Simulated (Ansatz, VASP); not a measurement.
InSbO2: VASP beside Ansatz

The input INCAR:

```
ALGO     = Fast           # electronic algorithm
EDIFF    = 1E-7           # SCF threshold, eV
EDIFFG   = -0.04          # ionic threshold
ENCUT    = 600            # plane-wave cutoff, eV
GGA      = PE             # functional
IBRION   = 2              # ionic algorithm
ISIF     = 3              # what is computed and relaxed
ISMEAR   = 0              # smearing method
LASPH    = T              # aspherical terms in the spheres
LCHARG   = F              # write CHGCAR
LREAL    = F              # projectors in reciprocal space
LWAVE    = F              # write WAVECAR
NELM     = 80             # most SCF steps
NSW      = 90             # ionic steps
PREC     = Accurate       # precision mode
SIGMA    = 0.1            # smearing width, eV
```

Contents of KPOINTS:

```
k-points
0
Gamma
  6 6 4
```

POSCAR

```
InSbO2
1.0
    3.4433103100      0.0000000000      0.0000000000
    0.0000000000      3.5406473800      0.0000000000
    0.0000000000      0.0000000000      6.1730040500
In Sb O
1 1 2
Direct
    0.0000000000      0.0000000000      0.0000000000
    0.5000000000      0.5000000000      0.5000000000
    0.0000000000      0.5000000000      0.7404888900
    0.0000000000      0.5000000000      0.2595111100
```

Input for Ansatz:

```yaml
crystal:
  lattice:
    - [3.44331031, 0.0, 0.0]
    - [0.0, 3.54064738, 0.0]
    - [0.0, 0.0, 6.17300405]
  atoms:
    - { symbol: In, position: [0.0, 0.0, 0.0] }
    - { symbol: Sb, position: [0.5, 0.5, 0.5] }
    - { symbol: O, position: [0.0, 0.5, 0.74048889] }
    - { symbol: O, position: [0.0, 0.5, 0.25951111] }
basis:
  ecutwfc: 420
kpoints:
  mp_grid: { grid: [6, 6, 4] }
hamiltonian:
  xc: pbe
scf:
  occupations: { method: gaussian, width: 0.1 }
  lower_state_search: "off"
output:
  forces: true
  stress: true
  eigenvalues: true
relax:
  adjacent_minimum: "off"
  f_tol: 0.04
  max_steps: 70
  cell: { stress_tol: 0.4 }
```

Change from the starting cell: species swapped into the CuPdO2 type (Pmmm, No. 47).

Alike in both runs: task relaxation of cell and atoms; functional PBE; k mesh 6 × 6 × 4; occupations gaussian, width 0.1 eV; no spin polarisation.

```csv
,VASP,Ansatz
version,VASP 6.6.1,Ansatz 0.2.0
potentials or method,"VASP PAW PBE potentials, release 64 (In_d, Sb, O), cutoff 600 eV","scalar-relativistic, plane waves, PAW"
valence electrons in the cell,30,40
```

Ansatz gave:

| Item | Value |
| --- | --- |
| gap on the k mesh at the Fermi level, each at its own relaxed structure (eV) | none |
| relaxed volume (Å³/atom) | 17.84 |
| relaxed length of the cell vector where the two differ most in proportion (Å) | 3.520 |

Q: Estimate VASP's values.

A: gap on the k mesh at the Fermi level, each at its own relaxed structure (eV): none; relaxed volume (Å³/atom): 17.70; relaxed length of the cell vector where the two differ most in proportion (Å): 3.486.

A gap of «none» marks a metal or a gap that the smearing closes. VASP's potentials hold 30 valence electrons a cell and Ansatz's 40, so a difference there can come from the potentials and not from the codes.

Spin-orbit coupling is off throughout.
